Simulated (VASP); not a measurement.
MgS, 2 atoms in the cell. Symmetry: I4/mmm, No. 139, tetragonal system. Conventional cell: a = 3.790 Å, b = 3.790 Å, c = 5.203 Å, α = 90.00°, β = 90.00°, γ = 90.00°. Within 3.4 Å of Mg (site symmetry 4/mmm) lie 6 S at 2.60 to 2.68 Å. Within 3.4 Å of S (site symmetry 4/mmm) lie 6 Mg at 2.60 to 2.68 Å.  This cell differs from its parent crystal: equal xx and yy strain of +3 %.

```yaml
Program: VASP 6.6.1
Task: single point
Functional: PBE
Potentials_or_basis: VASP PAW PBE potentials, release 64 (Mg, S)
Cutoff: 520 eV
k_mesh: 8 × 8 × 8
Occupations: fermi-dirac, width 0.01 eV
Spin: no spin polarisation
Dipole_correction: no
Further_INCAR_settings: ALGO = Normal; EDIFF = 1e-06; NBANDS = 11
```

Potentials or basis: VASP PAW PBE potentials, release 64 (Mg, S).

The run is started by

```console
$ cat potpaw_PBE.64/Mg/POTCAR potpaw_PBE.64/S/POTCAR > POTCAR
$ mpirun -np 1 vasp_std > vasp.out
```

Hardware: 1 thread of Intel Xeon 6975P-C (shared host).

**Question.** Estimate the wall time of this run.

**Answer.** Run time: 16 s on 1 thread of Intel Xeon 6975P-C (shared host), peak memory 0.17 GiB. Counts: scf iterations 12, k points 59.
